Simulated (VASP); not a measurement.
# HfC (Fm-3m) in VASP: further runs

HfC is run at these levels: LDA, PBE; tasks: single point.

All numbers are computed with VASP 6.6.1; they aren't measurements. Logs are shortened: lines on timing, memory, paths and dates and some standing lists are left out, and cuts for length are marked.

### 1 The cell of the first run

Symmetry: Fm-3m, No. 225, cubic system. Conventional cell: a = 4.650 Å, b = 4.650 Å, c = 4.650 Å, α = 90.00°, β = 90.00°, γ = 90.00°. Hf (site symmetry m-3m) has 6 C at 2.33 Å within 3.1 Å. C (site symmetry m-3m) has 6 Hf at 2.33 Å within 3.1 Å.

### 2 Single point, LDA

Input file INCAR:

```
  PREC = Accurate
  ENCUT = 520
  EDIFF = 1E-7
  ISMEAR = -1
  SIGMA = 0.05
  LREAL = F
  LASPH = T
  NELM = 100
  ALGO = Normal
  ISIF = 2
  LWAVE = F
  LCHARG = F
  NBANDS = 14
```

Input file KPOINTS:

```
regular mesh
0
Gamma
  15 15 15
```

Input file POSCAR:

```
HfC
1.0
    0.0000000000      2.3250000000      2.3250000000
    2.3250000000      0.0000000000      2.3250000000
    2.3250000000      2.3250000000      0.0000000000
Hf C
1 1
Direct
    0.5000000000      0.5000000000      0.5000000000
    0.0000000000      0.0000000000      0.0000000000
```

Potentials or basis: VASP PAW LDA potentials, release 64 (Hf_pv, C).

Started as:

```console
cat potpaw_LDA.64/Hf_pv/POTCAR potpaw_LDA.64/C/POTCAR > POTCAR
mpirun -np 1 vasp_std > vasp.out
```

OUTCAR:

```text
PREC = Accurate
   ENCUT = 520
   EDIFF = 1E-7
   ISMEAR = -1
   LREAL = F
   LASPH = T
   NELM = 100
   ISIF = 2

 ion  position               nearest neighbor table
   1  0.500  0.500  0.500-   2 2.33   2 2.33   2 2.33   2 2.33   2 2.33   2 2.33
   2  0.000  0.000  0.000-   1 2.33   1 2.33   1 2.33   1 2.33   1 2.33   1 2.33

  LATTYP: Found a face centered cubic cell.
 ALAT       =     4.6500000000

  Lattice vectors:

 A1 = (   0.0000000000,   2.3250000000,   2.3250000000)
 A2 = (   2.3250000000,   0.0000000000,   2.3250000000)
 A3 = (   2.3250000000,   2.3250000000,   0.0000000000)

Analysis of symmetry for initial positions (statically):
=====================================================================
 Subroutine PRICEL returns:
 Original cell was already a primitive cell.

 Routine SETGRP: Setting up the symmetry group for a
 face centered cubic supercell.

 Subroutine GETGRP returns: Found 48 space group operations
 (whereof 48 operations were pure point group operations)
 out of a pool of 48 trial point group operations.

The static configuration has the point symmetry O_h .

Analysis of symmetry for dynamics (positions and initial velocities):
=====================================================================
 Subroutine PRICEL returns:
 Original cell was already a primitive cell.

 Routine SETGRP: Setting up the symmetry group for a
 face centered cubic supercell.

 Subroutine GETGRP returns: Found 48 space group operations
 (whereof 48 operations were pure point group operations)
 out of a pool of 48 trial point group operations.

The dynamic configuration has the point symmetry O_h .

 Subroutine INISYM returns: Found 48 space group operations
 (whereof 48 operations are pure point group operations),
 and found     1 'primitive' translations

----------------------------------------------------------------------------------------

                                     Primitive cell

  volume of cell :      25.1362

  direct lattice vectors                    reciprocal lattice vectors
     0.000000000  2.325000000  2.325000000    -0.215053763  0.215053763  0.215053763
     2.325000000  0.000000000  2.325000000     0.215053763 -0.215053763  0.215053763
     2.325000000  2.325000000  0.000000000     0.215053763  0.215053763 -0.215053763

  length of vectors
     3.288046533  3.288046533  3.288046533     0.372484045  0.372484045  0.372484045

  position of ions in fractional coordinates (direct lattice)
     0.500000000  0.500000000  0.500000000
     0.000000000  0.000000000  0.000000000

  ion indices of the primitive-cell ions
   primitive index   ion index
[... 86 lines left out ...]
   NUPDOWN=      -1.0000    fix difference up-down
   EMIN   =  10.00;   EMAX   =-10.00  energy-range for DOS
   EFERMI =   0.00;   METHOD = LEGACY
   ISMEAR =    -1;   SIGMA  =   0.05  broadening in eV -4-tet -1-fermi 0-gaus
   EFERMI_NEDOS =   21; number of points for ismear=-14 and -15
   IALGO  =     38    algorithm
   IMIX   =      4    mixing-type and parameters
     AMIX     =   0.40;   BMIX     =  1.00
     AMIX_MAG =   1.60;   BMIX_MAG =  1.00
  volume/ion in A,a.u.               =      12.57        84.81
  Fermi-wavevector in a.u.,A,eV,Ry     =   1.346949  2.545365 24.684672  1.814272
  Thomas-Fermi vector in A             =   2.474740
   LORBIT       =      0    0 simple, 1 ext, 2 COOP (PROOUT), +10 PAW based schemes
   GGA     = CA    functional components
   LHFCALC =     F    Hartree Fock is set to
   AEXX    =    0.0000 exact exchange contribution
   IVDW    =     0    specifies the selected vdW correction
   LEPSILON=     F    determine dielectric tensor
   LRPA    =     F    only Hartree local field effects (RPA)
 non-spin polarized calculation
  energy-cutoff  :      520.00
  volume of cell :       25.14
 maximum number of plane-waves:       688
   NGX = 13   NGY = 13   NGZ = 13

 number of electron      14.0000000 magnetization

 Free energy of the ion-electron system (eV)
  ---------------------------------------------------
  ext. energy  EPLUGINS =         0.00000000
  ---------------------------------------------------
  free energy    TOTEN  =       -22.85146724 eV

  energy without entropy =      -22.84834634  energy(sigma->0) =      -22.84990679

 E-fermi :   5.8187     XC(G=0): -12.4882

 val. band max:        5.8136954627   @ k =   0.4000   0.3333   0.0000
 cond. band min:       5.8416897797   @ k =   0.3333   0.2667   0.0000
 fundamental gap:      0.0279943170
 Fermi energy:         5.8187164386

 k-point     1 :       0.0000    0.0000    0.0000
  band No.  band energies     occupation
      1     -23.5526      2.00000
      2     -23.5526      2.00000
      3     -23.5526      2.00000
      4      -6.2967      2.00000
      5       6.8716      0.00000
      6       6.8716      0.00000
      7       6.8716      0.00000
      8       7.1484      0.00000
      9       7.1484      0.00000
     10       7.1484      0.00000
     11       9.1699      0.00000
     12       9.1699      0.00000
     13      12.7969      0.00000
     14      16.8921      0.00000
[... 377 lines left out ...]
      1     -23.7487      2.00000
      2     -23.6117      2.00000
      3     -23.6044      2.00000
      4      -5.3845      2.00000
      5       3.3973      2.00000
      6       5.1391      2.00000
      7       5.4129      1.99940
      8       6.5488      0.00000
      9       9.2569      0.00000
     10       9.5708      0.00000
     11      10.3328      0.00000
     12      12.1029      0.00000
     13      15.3182      0.00000
     14      18.7063      0.00000

 [... further k-points ...]

------------------------ aborting loop because EDIFF is reached ----------------------------------------

  FORCE on cell =-STRESS in cart. coord.  units (eV):
  Direction    XX          YY          ZZ          XY          YZ          ZX
  --------------------------------------------------------------------------------------
  -------------------------------------------------------------------------------------
  Total       -1.8196439     -1.8196439     -1.8196439      0.0000000      0.0000000     -0.0000000
  in kB     -115.9840092   -115.9840092   -115.9840092      0.0000000      0.0000000     -0.0000000
  external PRESSURE =    -115.9840092 kB  Pullay stress =       0.0000000 kB

 VOLUME and BASIS-vectors are now :
 -----------------------------------------------------------------------------
  energy-cutoff  :      520.00
  volume of cell :       25.14
      direct lattice vectors                 reciprocal lattice vectors
     0.000000000  2.325000000  2.325000000    -0.215053763  0.215053763  0.215053763
     2.325000000  0.000000000  2.325000000     0.215053763 -0.215053763  0.215053763
     2.325000000  2.325000000  0.000000000     0.215053763  0.215053763 -0.215053763

 POSITION                                       TOTAL-FORCE (eV/Angst)
 -----------------------------------------------------------------------------------
      2.32500      2.32500      2.32500         0.000000      0.000000      0.000000
      0.00000      0.00000      0.00000         0.000000      0.000000      0.000000
 -----------------------------------------------------------------------------------
    total drift:                                0.000000     -0.000000      0.000000

  FREE ENERGIE OF THE ION-ELECTRON SYSTEM (eV)
  ---------------------------------------------------
  free  energy   TOTEN  =       -22.8514672436 eV

  energy  without entropy=      -22.8483463407  energy(sigma->0) =      -22.84990679
```

OSZICAR:

```text
N       E                     dE             d eps       ncg     rms          rms(c)
DAV:   1     0.214525672870E+02    0.21453E+02   -0.77065E+03  3384   0.978E+02
DAV:   2    -0.244532332943E+02   -0.45906E+02   -0.42985E+02  4436   0.199E+02
DAV:   3    -0.260271572629E+02   -0.15739E+01   -0.15683E+01  3936   0.267E+01
DAV:   4    -0.260345434203E+02   -0.73862E-02   -0.73856E-02  4110   0.227E+00
DAV:   5    -0.260345912538E+02   -0.47833E-04   -0.47832E-04  3988   0.164E-01    0.580E+01
DAV:   6    -0.229642613052E+02    0.30703E+01   -0.12501E+01  3852   0.183E+01    0.414E+01
DAV:   7    -0.228766755975E+02    0.87586E-01   -0.67695E-01  4170   0.535E+00    0.252E+01
DAV:   8    -0.228607834096E+02    0.15892E-01   -0.11060E-01  4176   0.222E+00    0.666E+00
DAV:   9    -0.228519537698E+02    0.88296E-02   -0.33883E-02  3780   0.969E-01    0.204E+00
DAV:  10    -0.228514726009E+02    0.48117E-03   -0.20840E-03  4250   0.322E-01    0.964E-02
DAV:  11    -0.228514676580E+02    0.49429E-05   -0.10417E-04  3900   0.839E-02    0.528E-02
DAV:  12    -0.228514675257E+02    0.13225E-06   -0.25693E-06  4298   0.124E-02    0.316E-02
DAV:  13    -0.228514672396E+02    0.28612E-06   -0.62107E-07  3834   0.417E-03    0.136E-03
DAV:  14    -0.228514672436E+02   -0.39900E-08   -0.34304E-08  2526   0.151E-03
   1 F= -.22851467E+02 E0= -.22849907E+02  d E =-.312090E-02
```

stdout:

```text
POSCAR found type information on POSCAR HfC
 POSCAR found :  2 types and       2 ions
 scaLAPACK will be used
 LDA part: xc-table for (Slater(with rela. corr.)+CA(PZ))
 , standard interpolation
 POSCAR, INCAR and KPOINTS ok, starting setup
 FFT: planning ... GRIDC
 FFT: planning ... GRID_SOFT
 FFT: planning ... GRID
 WAVECAR not read
 entering main loop
```

Wall time 11 s (1 thread of Intel Xeon 6975P-C (Granite Rapids), shared host); peak memory 0.16 GiB.

What came out:

- Free energy: -22.8515 eV
- Pressure: -11.6 GPa
- Band gap on the k mesh: zero (bands 7 and 8 overlap by 1.43 eV)

Caveat: the cell stands under tension; spin-orbit coupling is left out, which moves the levels of the heavy elements.

### 3 Single point, PBE

Input file INCAR:

```
  PREC = Accurate
  ENCUT = 520
  EDIFF = 1E-6
  ISMEAR = -1
  SIGMA = 0.05
  LREAL = F
  LASPH = T
  NELM = 80
  ALGO = Normal
  ISIF = 2
  LWAVE = F
  LCHARG = T
  GGA = PE
  LELF = T
  LVHAR = T
  NBANDS = 14
```

Input file KPOINTS:

```
Automatic mesh
0
Gamma
  15 15 15
```

POSCAR is that of step 2.

Potentials or basis: VASP PAW PBE potentials, release 64 (Hf_pv, C).

Started as:

```console
cat potpaw_PBE.64/Hf_pv/POTCAR potpaw_PBE.64/C/POTCAR > POTCAR
mpirun -np 1 vasp_std > vasp.out
```

OUTCAR:

```text
PREC = Accurate
   ENCUT = 520
   EDIFF = 1E-6
   ISMEAR = -1
   LREAL = F
   LASPH = T
   NELM = 80
   ISIF = 2
   GGA = PE

 ion  position               nearest neighbor table
   1  0.500  0.500  0.500-   2 2.33   2 2.33   2 2.33   2 2.33   2 2.33   2 2.33
   2  0.000  0.000  0.000-   1 2.33   1 2.33   1 2.33   1 2.33   1 2.33   1 2.33

  LATTYP: Found a face centered cubic cell.
 ALAT       =     4.6500000000

  Lattice vectors:

 A1 = (   0.0000000000,   2.3250000000,   2.3250000000)
 A2 = (   2.3250000000,   0.0000000000,   2.3250000000)
 A3 = (   2.3250000000,   2.3250000000,   0.0000000000)

Analysis of symmetry for initial positions (statically):
=====================================================================
 Subroutine PRICEL returns:
 Original cell was already a primitive cell.

 Routine SETGRP: Setting up the symmetry group for a
 face centered cubic supercell.

 Subroutine GETGRP returns: Found 48 space group operations
 (whereof 48 operations were pure point group operations)
 out of a pool of 48 trial point group operations.

The static configuration has the point symmetry O_h .

Analysis of symmetry for dynamics (positions and initial velocities):
=====================================================================
 Subroutine PRICEL returns:
 Original cell was already a primitive cell.

 Routine SETGRP: Setting up the symmetry group for a
 face centered cubic supercell.

 Subroutine GETGRP returns: Found 48 space group operations
 (whereof 48 operations were pure point group operations)
 out of a pool of 48 trial point group operations.

The dynamic configuration has the point symmetry O_h .

 Subroutine INISYM returns: Found 48 space group operations
 (whereof 48 operations are pure point group operations),
 and found     1 'primitive' translations

----------------------------------------------------------------------------------------

                                     Primitive cell

  volume of cell :      25.1362

  direct lattice vectors                    reciprocal lattice vectors
[... 117 lines left out ...]
   LRPA    =     F    only Hartree local field effects (RPA)
 non-spin polarized calculation
  energy-cutoff  :      520.00
  volume of cell :       25.14
 maximum number of plane-waves:       688
   NGX = 13   NGY = 13   NGZ = 13

 number of electron      14.0000000 magnetization

 Free energy of the ion-electron system (eV)
  ---------------------------------------------------
  ext. energy  EPLUGINS =         0.00000000
  ---------------------------------------------------
  free energy    TOTEN  =       -21.04628613 eV

  energy without entropy =      -21.04315774  energy(sigma->0) =      -21.04472194

 E-fermi :   5.9217     XC(G=0): -12.2852

 val. band max:        5.9104067569   @ k =  -0.0667   0.0667   0.0000
 cond. band min:       5.9302482399   @ k =   0.2000   0.2000   0.0000
 fundamental gap:      0.0198414830
 Fermi energy:         5.9217264991

 k-point     1 :       0.0000    0.0000    0.0000
  band No.  band energies     occupation
      1     -23.6184      2.00000
      2     -23.6184      2.00000
      3     -23.6184      2.00000
      4      -6.3558      2.00000
      5       6.9533      0.00000
      6       6.9533      0.00000
      7       6.9533      0.00000
      8       7.3449      0.00000
      9       7.3449      0.00000
     10       7.3449      0.00000
     11       9.3442      0.00000
     12       9.3442      0.00000
     13      12.7815      0.00000
     14      16.9541      0.00000
[... 377 lines left out ...]
      1     -23.8097      2.00000
      2     -23.6760      2.00000
      3     -23.6688      2.00000
      4      -5.4572      2.00000
      5       3.4859      2.00000
      6       5.2557      2.00000
      7       5.5199      1.99935
      8       6.7166      0.00000
      9       9.4412      0.00000
     10       9.7411      0.00000
     11      10.4970      0.00000
     12      12.1896      0.00000
     13      15.4230      0.00000
     14      19.4121      0.00000

 [... further k-points ...]

------------------------ aborting loop because EDIFF is reached ----------------------------------------

  FORCE on cell =-STRESS in cart. coord.  units (eV):
  Direction    XX          YY          ZZ          XY          YZ          ZX
  --------------------------------------------------------------------------------------
  -------------------------------------------------------------------------------------
  Total       -0.0720352     -0.0720352     -0.0720352     -0.0000000      0.0000000      0.0000000
  in kB       -4.5915202     -4.5915202     -4.5915202     -0.0000000      0.0000000      0.0000000
  external PRESSURE =      -4.5915202 kB  Pullay stress =       0.0000000 kB

 VOLUME and BASIS-vectors are now :
 -----------------------------------------------------------------------------
  energy-cutoff  :      520.00
  volume of cell :       25.14
      direct lattice vectors                 reciprocal lattice vectors
     0.000000000  2.325000000  2.325000000    -0.215053763  0.215053763  0.215053763
     2.325000000  0.000000000  2.325000000     0.215053763 -0.215053763  0.215053763
     2.325000000  2.325000000  0.000000000     0.215053763  0.215053763 -0.215053763

 POSITION                                       TOTAL-FORCE (eV/Angst)
 -----------------------------------------------------------------------------------
      2.32500      2.32500      2.32500        -0.000000     -0.000000     -0.000000
      0.00000      0.00000      0.00000         0.000000      0.000000      0.000000
 -----------------------------------------------------------------------------------
    total drift:                                0.000000     -0.000000      0.000000

  FREE ENERGIE OF THE ION-ELECTRON SYSTEM (eV)
  ---------------------------------------------------
  free  energy   TOTEN  =       -21.0462861312 eV

  energy  without entropy=      -21.0431577408  energy(sigma->0) =      -21.04472194
```

OSZICAR:

```text
N       E                     dE             d eps       ncg     rms          rms(c)
DAV:   1     0.235782097369E+02    0.23578E+02   -0.77187E+03  3384   0.982E+02
DAV:   2    -0.226127281017E+02   -0.46191E+02   -0.43233E+02  4466   0.200E+02
DAV:   3    -0.242193789294E+02   -0.16067E+01   -0.16011E+01  3954   0.270E+01
DAV:   4    -0.242265594000E+02   -0.71805E-02   -0.71801E-02  4002   0.225E+00
DAV:   5    -0.242266044411E+02   -0.45041E-04   -0.45041E-04  4004   0.160E-01    0.569E+01
DAV:   6    -0.211156594468E+02    0.31109E+01   -0.12006E+01  3648   0.182E+01    0.409E+01
DAV:   7    -0.210618859564E+02    0.53773E-01   -0.55119E-01  4218   0.520E+00    0.249E+01
DAV:   8    -0.210529819568E+02    0.89040E-02   -0.73064E-02  3954   0.217E+00    0.647E+00
DAV:   9    -0.210465366123E+02    0.64453E-02   -0.22104E-02  3858   0.889E-01    0.209E+00
DAV:  10    -0.210462896068E+02    0.24701E-03   -0.13516E-03  4184   0.271E-01    0.589E-02
DAV:  11    -0.210462864600E+02    0.31468E-05   -0.71563E-05  3960   0.707E-02    0.200E-02
DAV:  12    -0.210462861312E+02    0.32876E-06   -0.26471E-06  4176   0.142E-02
   1 F= -.21046286E+02 E0= -.21044722E+02  d E =-.312839E-02
```

stdout:

```text
POSCAR found type information on POSCAR HfC
 POSCAR found :  2 types and       2 ions
 scaLAPACK will be used
 LDA part: xc-table for (Slater+PW92), standard interpolation
 POSCAR, INCAR and KPOINTS ok, starting setup
 FFT: planning ... GRIDC
 FFT: planning ... GRID_SOFT
 FFT: planning ... GRID
 WAVECAR not read
 entering main loop
```

It took 12 s on 1 thread of Intel Xeon 6975P-C (Granite Rapids), shared host; peak memory 0.17 GiB.

What came out:

```
Free energy            : -21.0463 eV
Pressure               : -0.5 GPa
Band gap on the k mesh : zero (bands 7 and 8 overlap by 1.43 eV)
```

Levels at points of the mesh, in eV from the Fermi level:
```
           k point  band 3  band 4  band 5  band 6  band 7  band 8  band 9  band 10  band 11  band 12
(0.00, 0.00, 0.00)  -29.54  -12.28    1.03    1.03    1.03    1.42    1.42     1.42     3.42     3.42
```

Caveat: spin-orbit coupling is left out, which moves the levels of the heavy elements.

The gap in the log of VASP goes by the Fermi energy; the results here count the filled bands.